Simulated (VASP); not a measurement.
# PtSe2 (P-3m1) in VASP: a series of runs

Runs on PtSe2. Level: PBEsol. Tasks: single point.

All numbers are computed with VASP 6.6.1; they aren't measurements. Logs are shortened: lines on timing, memory, paths and dates and some standing lists are left out, and cuts for length are marked.

## 1. The cell of the first run

Symmetry: P-3m1, No. 164, trigonal system. Conventional cell: a = 3.873 Å, b = 3.873 Å, c = 4.860 Å, α = 90.00°, β = 90.00°, γ = 120.00°. Pt (site symmetry -3m) has 6 Se at 2.54 Å within 3.4 Å. Se (site symmetry 3m) has 3 Pt at 2.54 Å and 6 Se at 3.30 Å within 3.4 Å.

## 2. Single point, PBEsol (strain +0.040 along x and y, -0.040 along z)

INCAR reads:

```
PREC     = Accurate       # precision mode
ENCUT    = 520            # plane-wave cutoff, eV
EDIFF    = 1E-7           # SCF threshold, eV
ISMEAR   = 0              # smearing method
SIGMA    = 0.15           # smearing width, eV
LREAL    = F              # projectors in reciprocal space
LASPH    = T              # aspherical terms in the spheres
NELM     = 60             # most SCF steps
ALGO     = Normal         # electronic algorithm
ISIF     = 2              # what is computed and relaxed
LWAVE    = F              # write WAVECAR
LCHARG   = F              # write CHGCAR
GGA      = PS             # functional
NBANDS   = 18             # bands
```

KPOINTS reads:

```
regular mesh
0
Gamma
  12 12 10
```

POSCAR reads:

```
PtSe2
1.0
    3.8729606288      0.0000000000      0.0000000000
   -1.9364803144      3.3540822924      0.0000000000
    0.0000000000      0.0000000000      4.8595200000
Pt Se
1 2
Direct
    0.0000000000      0.0000000000      0.0000000000
    0.3333333333      0.6666666667      0.2500000000
    0.6666666667      0.3333333333      0.7500000000
```

Potentials or basis: VASP PAW PBE potentials, release 64 (Pt, Se).

Launch:

```bash
$ cat potpaw_PBE.64/Pt/POTCAR potpaw_PBE.64/Se/POTCAR > POTCAR
$ mpirun -np 1 vasp_std > vasp.out
```

OUTCAR:

```text
PREC = Accurate
   ENCUT = 520
   EDIFF = 1E-7
   ISMEAR = 0
   LREAL = F
   LASPH = T
   NELM = 60
   ISIF = 2
   GGA = PS

 ion  position               nearest neighbor table
   1  0.000  0.000  0.000-   2 2.54   3 2.54   3 2.54   2 2.54   3 2.54   2 2.54
   2  0.333  0.667  0.250-   1 2.54   1 2.54   1 2.54
   3  0.667  0.333  0.750-   1 2.54   1 2.54   1 2.54

  LATTYP: Found a hexagonal cell.
 ALAT       =     3.8729606288
 C/A-ratio  =     1.2547300285

  Lattice vectors:

 A1 = (   3.8729606288,   0.0000000000,   0.0000000000)
 A2 = (  -1.9364803144,   3.3540822924,   0.0000000000)
 A3 = (   0.0000000000,   0.0000000000,   4.8595200000)

Analysis of symmetry for initial positions (statically):
=====================================================================
 Subroutine PRICEL returns:
 Original cell was already a primitive cell.

 Routine SETGRP: Setting up the symmetry group for a
 hexagonal supercell.

 Subroutine GETGRP returns: Found 12 space group operations
 (whereof 12 operations were pure point group operations)
 out of a pool of 24 trial point group operations.

The static configuration has the point symmetry D_3d.

Analysis of symmetry for dynamics (positions and initial velocities):
=====================================================================
 Subroutine PRICEL returns:
 Original cell was already a primitive cell.

 Routine SETGRP: Setting up the symmetry group for a
 hexagonal supercell.

 Subroutine GETGRP returns: Found 12 space group operations
 (whereof 12 operations were pure point group operations)
 out of a pool of 24 trial point group operations.

The dynamic configuration has the point symmetry D_3d.

 Subroutine INISYM returns: Found 12 space group operations
 (whereof 12 operations are pure point group operations),
 and found     1 'primitive' translations

----------------------------------------------------------------------------------------

                                     Primitive cell

  volume of cell :      63.1263

  direct lattice vectors                    reciprocal lattice vectors
     3.872960629  0.000000000  0.000000000     0.258200404  0.149072073  0.000000000
    -1.936480314  3.354082292  0.000000000     0.000000000  0.298144146  0.000000000
     0.000000000  0.000000000  4.859520000     0.000000000  0.000000000  0.205781641
[... 78 lines left out ...]
   ISTART =      0    job   : 0-new  1-cont  2-samecut
   ICHARG =      2    charge: 1-file 2-atom 10-const
   ISPIN  =      1    spin polarized calculation?
   LNONCOLLINEAR =      F non collinear calculations
   LSORBIT =      F    spin-orbit coupling
   LASPH  =      T    aspherical Exc in radial PAW
   ENCUT  =  520.0 eV  38.22 Ry    6.18 a.u.   7.20  7.20  9.04*2*pi/ulx,y,z
   NELM   =     60;   NELMIN=  2; NELMDL= -5     # of ELM steps
   EDIFF  = 0.1E-06   stopping-criterion for ELM
   LREAL  =      F    real-space projection
   EDIFFG = 0.1E-05   stopping-criterion for IOM
   NSW    =      0    number of steps for IOM
   IBRION =     -1    ionic relax: 0-MD 1-quasi-New 2-CG
   NFREE  =      0    steps in history (QN), initial steepest desc. (CG)
   ISIF   =      2    stress and relaxation
   ISYM   =      2    0-nonsym 1-usesym 2-fastsym
   POTIM  = 0.5000    time-step for ionic-motion
   TEBEG  =    0.0;   TEEND  =   0.0 temperature during run
   PSTRESS=    0.0 pullay stress
   NELECT =      22.0000    total number of electrons
   NUPDOWN=      -1.0000    fix difference up-down
   EMIN   =  10.00;   EMAX   =-10.00  energy-range for DOS
   EFERMI =   0.00;   METHOD = LEGACY
   ISMEAR =     0;   SIGMA  =   0.15  broadening in eV -4-tet -1-fermi 0-gaus
   EFERMI_NEDOS =   21; number of points for ismear=-14 and -15
   IALGO  =     38    algorithm
   IMIX   =      4    mixing-type and parameters
     AMIX     =   0.40;   BMIX     =  1.00
     AMIX_MAG =   1.60;   BMIX_MAG =  1.00
  volume/ion in A,a.u.               =      21.04       142.00
  Fermi-wavevector in a.u.,A,eV,Ry     =   1.152070  2.177097 18.058552  1.327266
  Thomas-Fermi vector in A             =   2.288724
   LORBIT       =      0    0 simple, 1 ext, 2 COOP (PROOUT), +10 PAW based schemes
   GGA     = PS    functional components
   LHFCALC =     F    Hartree Fock is set to
   AEXX    =    0.0000 exact exchange contribution
   IVDW    =     0    specifies the selected vdW correction
   LEPSILON=     F    determine dielectric tensor
   LRPA    =     F    only Hartree local field effects (RPA)
 non-spin polarized calculation
 Gauss-broadening in eV      SIGMA  =   0.15
  energy-cutoff  :      520.00
  volume of cell :       63.13
 maximum number of plane-waves:      1718
 NGX is ok and might be reduce to    30
   NGX = 15   NGY = 15   NGZ = 19

 number of electron      21.9999995 magnetization

 Free energy of the ion-electron system (eV)
  ---------------------------------------------------
  ext. energy  EPLUGINS =         0.00000000
  ---------------------------------------------------
  free energy    TOTEN  =       -15.83276322 eV

  energy without entropy =      -15.82321189  energy(sigma->0) =      -15.82798755

 E-fermi :   5.8069     XC(G=0): -10.6538

 val. band max:        5.8023170771   @ k =  -0.0833   0.3333   0.3000
 cond. band min:       5.8313427830   @ k =   0.3333   0.3333   0.0000
 fundamental gap:      0.0290257059
 Fermi energy:         5.8068817249

 k-point     1 :       0.0000    0.0000    0.0000
  band No.  band energies     occupation
      1      -9.5348      2.00000
      2      -6.6428      2.00000
      3      -0.8006      2.00000
      4      -0.3797      2.00000
      5      -0.3797      2.00000
      6       2.1687      2.00000
[... 481 lines left out ...]
      5       0.1332      2.00000
      6       1.5821      2.00000
[... 10 lines left out ...]
     17      14.0290      0.00000
     18      14.4968      0.00000

 [... further k-points ...]
[... 5 lines left out ...]
  --------------------------------------------------------------------------------------
  -------------------------------------------------------------------------------------
  Total       -2.5581631     -2.5581631     -0.6230655      0.0000000      0.0000000      0.0000000
  in kB      -64.9274950    -64.9274950    -15.8137220      0.0000000      0.0000000      0.0000000
  external PRESSURE =     -48.5562373 kB  Pullay stress =       0.0000000 kB

 VOLUME and BASIS-vectors are now :
 -----------------------------------------------------------------------------
  energy-cutoff  :      520.00
  volume of cell :       63.13
      direct lattice vectors                 reciprocal lattice vectors
     3.872960629  0.000000000  0.000000000     0.258200404  0.149072073  0.000000000
    -1.936480314  3.354082292  0.000000000     0.000000000  0.298144146  0.000000000
     0.000000000  0.000000000  4.859520000     0.000000000  0.000000000  0.205781641

 POSITION                                       TOTAL-FORCE (eV/Angst)
 -----------------------------------------------------------------------------------
      0.00000      0.00000      0.00000        -0.000000      0.000000      0.000000
     -0.00000      2.23605      1.21488         0.000000      0.000000      0.021378
      1.93648      1.11803      3.64464         0.000000     -0.000000     -0.021378
 -----------------------------------------------------------------------------------
    total drift:                                0.000000      0.000000     -0.000000

  FREE ENERGIE OF THE ION-ELECTRON SYSTEM (eV)
  ---------------------------------------------------
  free  energy   TOTEN  =       -15.8327632162 eV

  energy  without entropy=      -15.8232118884  energy(sigma->0) =      -15.82798755
```

stdout:

```text
POSCAR found type information on POSCAR PtSe
 POSCAR found :  2 types and       3 ions
 scaLAPACK will be used
 -----------------------------------------------------------------------------
|                                                                             |
|                                                                             |
|     You enforced a specific xc type in the INCAR file but a different       |
|     I HOPE YOU KNOW WHAT YOU ARE DOING!                                     |
|                                                                             |
 -----------------------------------------------------------------------------

 LDA part: xc-table for (Slater+PW92), standard interpolation
 POSCAR, INCAR and KPOINTS ok, starting setup
 FFT: planning ... GRIDC
 FFT: planning ... GRID_SOFT
 FFT: planning ... GRID
 WAVECAR not read
 entering main loop
```

Run time: 90 s. Hardware: 1 thread of AMD EPYC 9R45 (Zen 5), shared host; peak memory 0.29 GiB.

Results:

- Free energy: -15.8328 eV
- Pressure: -4.9 GPa
- Largest force: 0.021 eV/Å
- Band gap on the k mesh: zero (band 11 reaches 6.42 eV, above the bottom of band 12 at 5.73 eV)

Forces in eV/Å, atoms in the order of the input:
```
Pt   0.000  0.000  0.000
Se   0.000  0.000  0.021
Se   0.000  0.000 -0.021
```

Caveat: the cell differs from its parent crystal (strain +0.040 along x and y, -0.040 along z); the PAW data sets were made with another functional, which shifts forces and pressure a little; spin-orbit coupling is left out, which moves the levels of the heavy elements.

## 3. Single point, PBEsol (strain +0.080 along x and y, -0.080 along z)

INCAR reads:

```
SYSTEM = PtSe2
  PREC = Accurate
  ENCUT = 520
  EDIFF = 1E-7
  ISMEAR = 0
  SIGMA = 0.15
  LREAL = .FALSE.
  LASPH = .TRUE.
  NELM = 100
  ALGO = Normal
  ISIF = 2
  LWAVE = .FALSE.
  LCHARG = .TRUE.
  GGA = PS
  LELF = .TRUE.
  LVHAR = .TRUE.
  NBANDS = 18
```

KPOINTS reads:

```
regular mesh
0
G
  12 12 10
  0 0 0
```

POSCAR reads:

```
PtSe2
1.0
    4.0219206530      0.0000000000      0.0000000000
   -2.0109603265      3.4830854575      0.0000000000
    0.0000000000      0.0000000000      4.6570400000
Pt Se
1 2
Direct
    0.0000000000      0.0000000000      0.0000000000
    0.3333333333      0.6666666667      0.2500000000
    0.6666666667      0.3333333333      0.7500000000
```

Potentials or basis: VASP PAW PBE potentials, release 64 (Pt, Se).

Launch:

```bash
$ cat potpaw_PBE.64/Pt/POTCAR potpaw_PBE.64/Se/POTCAR > POTCAR
$ mpirun -np 1 vasp_std > vasp.out
```

Wall time 92 s (1 thread of AMD EPYC 9R45 (Zen 5), shared host); peak memory 0.29 GiB.

Results (log left out):

| Property | Result |
| --- | --- |
| Free energy | -15.5673 eV |
| Pressure | -10.0 GPa |
| Largest force | 0.196 eV/Å |
| Band gap on the k mesh | zero (band 11 reaches 6.03 eV, above the bottom of band 12 at 5.18 eV) |

Forces on the atoms (eV/Å):
```
Pt   0.000  0.000  0.000
Se   0.000  0.000 -0.196
Se   0.000  0.000  0.196
```

Stress tensor (GPa, compression positive):
```
-13.44   0.00   0.00
  0.00 -13.44   0.00
  0.00   0.00  -3.04
```

Levels at points of the mesh, in eV from the Fermi level:
```csv
k point,band 7,band 8,band 9,band 10,band 11,band 12,band 13,band 14,band 15,band 16
"(0.00, 0.00, 0.00)",-3.22,-1.82,-1.08,-1.08,0.76,1.05,1.05,3.17,3.35,6.96
"(0.50, 0.00, 0.00)",-3.28,-3.03,-3.02,-2.75,-2.50,0.52,2.37,4.38,6.39,7.42
"(0.00, 0.00, 0.50)",-3.31,-2.43,-1.65,-1.65,-1.53,2.07,2.07,5.11,5.34,5.99
"(0.50, 0.00, 0.50)",-3.07,-2.84,-2.78,-2.51,-0.70,0.81,0.92,4.91,5.18,9.02
```

Caveat: the cell differs from its parent crystal (strain +0.080 along x and y, -0.080 along z); the PAW data sets were made with another functional, which shifts forces and pressure a little; spin-orbit coupling is left out, which moves the levels of the heavy elements.

[end of part 1 of 2]
